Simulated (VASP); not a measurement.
# Sn (Fm-3m) in VASP: single point with PBEsol

Aim: the single point of Sn with PBEsol.

Program: VASP 6.6.1. These are calculated values, not measurements. Logs are shortened: lines on timing, memory, paths and dates and some standing lists are left out, and cuts for length are marked.

## (1) The cell of the first run

It takes space group Fm-3m (No. 225, cubic). Conventional cell: a = 6.020 Å, b = 6.020 Å, c = 6.020 Å, α = 90.00°, β = 90.00°, γ = 90.00°. Within 5.6 Å of Sn (site symmetry m-3m) lie 12 Sn at 4.26 Å.

## (2) Single point, PBEsol

Input file INCAR:

```
SYSTEM = Sn
PREC = Accurate ; ENCUT = 520
EDIFF = 1E-6 ; ISMEAR = -1
SIGMA = 0.1 ; LREAL = .False.
LASPH = .True. ; NELM = 60
ALGO = Normal ; ISIF = 2
LWAVE = .False. ; LCHARG = .False.
GGA = PS ; NBANDS = 13
```

Input file KPOINTS:

```
regular mesh
0
Gamma
  5 5 5
  0 0 0
```

Input file POSCAR:

```
Sn
1.0
    0.0000000000      3.0100000000      3.0100000000
    3.0100000000      0.0000000000      3.0100000000
    3.0100000000      3.0100000000      0.0000000000
Sn
1
Direct
    0.0000000000      0.0000000000      0.0000000000
```

Potentials or basis: VASP PAW PBE potentials, release 64 (Sn_d).

The run is started by

```console
> cat potpaw_PBE.64/Sn_d/POTCAR > POTCAR
> mpirun -np 1 vasp_std > vasp.out
```

OUTCAR:

```text
SYSTEM = Sn
   PREC = Accurate
   ENCUT = 520
   EDIFF = 1E-6
   ISMEAR = -1
   LREAL = .False.
   LASPH = .True.
   NELM = 60
   ISIF = 2
   GGA = PS

 ion  position               nearest neighbor table
   1  0.000  0.000  0.000-

  LATTYP: Found a face centered cubic cell.
 ALAT       =     6.0200000000

  Lattice vectors:

 A1 = (   0.0000000000,   3.0100000000,   3.0100000000)
 A2 = (   3.0100000000,   0.0000000000,   3.0100000000)
 A3 = (   3.0100000000,   3.0100000000,   0.0000000000)

Analysis of symmetry for initial positions (statically):
=====================================================================
 Subroutine PRICEL returns:
 Original cell was already a primitive cell.

 Routine SETGRP: Setting up the symmetry group for a
 face centered cubic supercell.

 Subroutine GETGRP returns: Found 48 space group operations
 (whereof 48 operations were pure point group operations)
 out of a pool of 48 trial point group operations.

The static configuration has the point symmetry O_h .

Analysis of symmetry for dynamics (positions and initial velocities):
=====================================================================
 Subroutine PRICEL returns:
 Original cell was already a primitive cell.

 Routine SETGRP: Setting up the symmetry group for a
 face centered cubic supercell.

 Subroutine GETGRP returns: Found 48 space group operations
 (whereof 48 operations were pure point group operations)
 out of a pool of 48 trial point group operations.

The dynamic configuration has the point symmetry O_h .

 Subroutine INISYM returns: Found 48 space group operations
 (whereof 48 operations are pure point group operations),
 and found     1 'primitive' translations

----------------------------------------------------------------------------------------

                                     Primitive cell

  volume of cell :      54.5418

  direct lattice vectors                    reciprocal lattice vectors
     0.000000000  3.010000000  3.010000000    -0.166112957  0.166112957  0.166112957
     3.010000000  0.000000000  3.010000000     0.166112957 -0.166112957  0.166112957
     3.010000000  3.010000000  0.000000000     0.166112957  0.166112957 -0.166112957

  length of vectors
     4.256782823  4.256782823  4.256782823     0.287716081  0.287716081  0.287716081

  position of ions in fractional coordinates (direct lattice)
     0.000000000  0.000000000  0.000000000

  ion indices of the primitive-cell ions
   primitive index   ion index
                 1           1

----------------------------------------------------------------------------------------

 KPOINTS: regular mesh

Automatic generation of k-mesh.
 Grid dimensions read from file:
 generate k-points for:    5    5    5

 Generating k-lattice:

  Cartesian coordinates                     Fractional coordinates (reciprocal lattice)
    -0.033222591  0.033222591  0.033222591     0.200000000  0.000000000  0.000000000
     0.033222591 -0.033222591  0.033222591     0.000000000  0.200000000  0.000000000
     0.033222591  0.033222591 -0.033222591     0.000000000  0.000000000  0.200000000

  Length of vectors
     0.057543216  0.057543216  0.057543216

  Shift w.r.t. Gamma in fractional coordinates (k-lattice)
     0.000000000  0.000000000  0.000000000

 Subroutine IBZKPT returns following result:
 ===========================================

 Found     10 irreducible k-points:

 Following reciprocal coordinates:
            Coordinates               Weight
  0.000000  0.000000  0.000000      1.000000
  0.200000  0.000000  0.000000      8.000000
  0.400000  0.000000  0.000000      8.000000
  0.200000  0.200000  0.000000      6.000000
  0.400000  0.200000  0.000000     24.000000
 -0.400000  0.200000  0.000000     24.000000
 -0.200000  0.200000  0.000000     12.000000
  0.400000  0.400000  0.000000      6.000000
 -0.400000  0.400000  0.000000     12.000000
 -0.400000  0.400000  0.200000     24.000000
   k-points           NKPTS =     10   k-points in BZ     NKDIM =     10   number of bands    NBANDS=     13
   number of dos      NEDOS =    301   number of ions     NIONS =      1
   total plane-waves  NPLWV =  32768
   dimension x,y,z NGX =    32 NGY =   32 NGZ =   32
   dimension x,y,z NGXF=    64 NGYF=   64 NGZF=   64
   ions per type =               1
   NGX,Y,Z   is equivalent  to a cutoff of  12.50, 12.50, 12.50 a.u.
   NGXF,Y,Z  is equivalent  to a cutoff of  24.99, 24.99, 24.99 a.u.
 SYSTEM =  Sn
   PREC   = accura    normal or accurate (medium, high low for compatibility)
   ISTART =      0    job   : 0-new  1-cont  2-samecut
   ICHARG =      2    charge: 1-file 2-atom 10-const
   ISPIN  =      1    spin polarized calculation?
   LNONCOLLINEAR =      F non collinear calculations
   LSORBIT =      F    spin-orbit coupling
   LASPH  =      T    aspherical Exc in radial PAW
   ENCUT  =  520.0 eV  38.22 Ry    6.18 a.u.   7.91  7.91  7.91*2*pi/ulx,y,z
   NELM   =     60;   NELMIN=  2; NELMDL= -5     # of ELM steps
   EDIFF  = 0.1E-05   stopping-criterion for ELM
   LREAL  =      F    real-space projection
   EDIFFG = 0.1E-04   stopping-criterion for IOM
   NSW    =      0    number of steps for IOM
   IBRION =     -1    ionic relax: 0-MD 1-quasi-New 2-CG
   NFREE  =      0    steps in history (QN), initial steepest desc. (CG)
   ISIF   =      2    stress and relaxation
   ISYM   =      2    0-nonsym 1-usesym 2-fastsym
   POTIM  = 0.5000    time-step for ionic-motion
   TEBEG  =    0.0;   TEEND  =   0.0 temperature during run
   PSTRESS=    0.0 pullay stress
   NELECT =      14.0000    total number of electrons
   NUPDOWN=      -1.0000    fix difference up-down
   EMIN   =  10.00;   EMAX   =-10.00  energy-range for DOS
   EFERMI =   0.00;   METHOD = LEGACY
   ISMEAR =    -1;   SIGMA  =   0.10  broadening in eV -4-tet -1-fermi 0-gaus
   EFERMI_NEDOS =   21; number of points for ismear=-14 and -15
   IALGO  =     38    algorithm
   IMIX   =      4    mixing-type and parameters
     AMIX     =   0.40;   BMIX     =  1.00
     AMIX_MAG =   1.60;   BMIX_MAG =  1.00
  volume/ion in A,a.u.               =      54.54       368.07
  Fermi-wavevector in a.u.,A,eV,Ry     =   1.040418  1.966104 14.727881  1.082469
  Thomas-Fermi vector in A             =   2.174992
   LORBIT       =      0    0 simple, 1 ext, 2 COOP (PROOUT), +10 PAW based schemes
   GGA     = PS    functional components
   LHFCALC =     F    Hartree Fock is set to
   AEXX    =    0.0000 exact exchange contribution
   IVDW    =     0    specifies the selected vdW correction
   LEPSILON=     F    determine dielectric tensor
   LRPA    =     F    only Hartree local field effects (RPA)
 non-spin polarized calculation
  energy-cutoff  :      520.00
  volume of cell :       54.54
 maximum number of plane-waves:      1479
   NGX = 15   NGY = 15   NGZ = 15

 number of electron      14.0000005 magnetization

 Free energy of the ion-electron system (eV)
  ---------------------------------------------------
  ext. energy  EPLUGINS =         0.00000000
  ---------------------------------------------------
  free energy    TOTEN  =        -2.93775366 eV

  energy without entropy =       -2.88819473  energy(sigma->0) =       -2.91297419

 E-fermi :   1.8780     XC(G=0):  -7.6280

 val. band max:        1.8297403694   @ k =  -0.4000   0.4000   0.0000
 cond. band min:       1.9085507090   @ k =  -0.4000   0.4000   0.2000
 fundamental gap:      0.0788103396
 Fermi energy:         1.8780437981

 k-point     1 :       0.0000    0.0000    0.0000
  band No.  band energies     occupation
      1     -19.7448      2.00000
      2     -19.7448      2.00000
      3     -19.7448      2.00000
      4     -19.7393      2.00000
      5     -19.7393      2.00000
      6      -5.8791      2.00000
      7       5.1990      0.00000
      8       5.1990      0.00000
      9       5.1990      0.00000
     10       8.1263      0.00000
     11      10.4330      0.00000
     12      10.4330      0.00000
     13      10.4330      0.00000

 k-point     2 :       0.2000    0.0000    0.0000
  band No.  band energies     occupation
      1     -19.7439      2.00000
      2     -19.7432      2.00000
      3     -19.7432      2.00000
      4     -19.7381      2.00000
      5     -19.7381      2.00000
      6      -5.5082      2.00000
      7       2.8561      0.00011
      8       4.9177      0.00000
      9       4.9177      0.00000
     10       8.4540      0.00000
     11      10.7415      0.00000
     12      10.7751      0.00000
     13      10.7751      0.00000

 k-point     3 :       0.4000    0.0000    0.0000
  band No.  band energies     occupation
      1     -19.7440      2.00000
      2     -19.7440      2.00000
      3     -19.7425      2.00000
      4     -19.7329      2.00000
      5     -19.7329      2.00000
      6      -4.6672      2.00000
      7       0.3589      2.00000
      8       4.5603      0.00000
      9       4.5603      0.00000
     10       7.8278      0.00000
     11       9.9856      0.00000
     12       9.9856      0.00000
     13      10.6967      0.00000
[... 81 lines left out ...]
 k-point     9 :      -0.4000    0.4000    0.0000
  band No.  band energies     occupation
      1     -19.7476      2.00000
      2     -19.7429      2.00000
      3     -19.7346      2.00000
      4     -19.7324      2.00000
      5     -19.7312      2.00000
      6      -3.9439      2.00000
      7       0.7160      1.99998
      8       1.8297      1.23693
      9       3.3551      0.00000
     10       6.6920      0.00000
     11       8.7796      0.00000
     12      13.7632      0.00000
     13      13.7739      0.00000

 k-point    10 :      -0.4000    0.4000    0.2000
  band No.  band energies     occupation
      1     -19.7431      2.00000
      2     -19.7428      2.00000
      3     -19.7381      2.00000
      4     -19.7344      2.00000
      5     -19.7314      2.00000
      6      -4.0910      2.00000
      7       0.9811      1.99975
      8       1.9086      0.84864
      9       2.9671      0.00004
     10       8.4154      0.00000
     11       9.5924      0.00000
     12      10.4720      0.00000
     13      13.0864      0.00000

------------------------ aborting loop because EDIFF is reached ----------------------------------------

  FORCE on cell =-STRESS in cart. coord.  units (eV):
  Direction    XX          YY          ZZ          XY          YZ          ZX
  --------------------------------------------------------------------------------------
  -------------------------------------------------------------------------------------
  Total       -2.5057005     -2.5057005     -2.5057005     -0.0000000     -0.0000000      0.0000000
  in kB      -73.6054981    -73.6054981    -73.6054981     -0.0000000     -0.0000000      0.0000000
  external PRESSURE =     -73.6054981 kB  Pullay stress =       0.0000000 kB

 VOLUME and BASIS-vectors are now :
 -----------------------------------------------------------------------------
  energy-cutoff  :      520.00
  volume of cell :       54.54
      direct lattice vectors                 reciprocal lattice vectors
     0.000000000  3.010000000  3.010000000    -0.166112957  0.166112957  0.166112957
     3.010000000  0.000000000  3.010000000     0.166112957 -0.166112957  0.166112957
     3.010000000  3.010000000  0.000000000     0.166112957  0.166112957 -0.166112957

 POSITION                                       TOTAL-FORCE (eV/Angst)
 -----------------------------------------------------------------------------------
      0.00000      0.00000      0.00000        -0.000000     -0.000000     -0.000000
 -----------------------------------------------------------------------------------
    total drift:                                0.000000      0.000000      0.000000

  FREE ENERGIE OF THE ION-ELECTRON SYSTEM (eV)
  ---------------------------------------------------
  free  energy   TOTEN  =        -2.9377536565 eV

  energy  without entropy=       -2.8881947306  energy(sigma->0) =       -2.91297419
```

Run time: 7.2 s. Hardware: 1 thread of Intel Xeon Platinum 8559C (Emerald Rapids), shared host; peak memory 0.17 GiB.

Results:

| Quantity | Value |
| --- | --- |
| Free energy | -2.9378 eV |
| Pressure | -7.4 GPa |
| Band gap on the k mesh | zero (band 7 reaches 5.20 eV, above the bottom of band 8 at 1.83 eV) |

Caveat: the k points lie up to 0.36 Å⁻¹ apart; the PAW data sets were made with another functional, which shifts forces and pressure a little; spin-orbit coupling is left out, which moves the levels of the heavy elements.
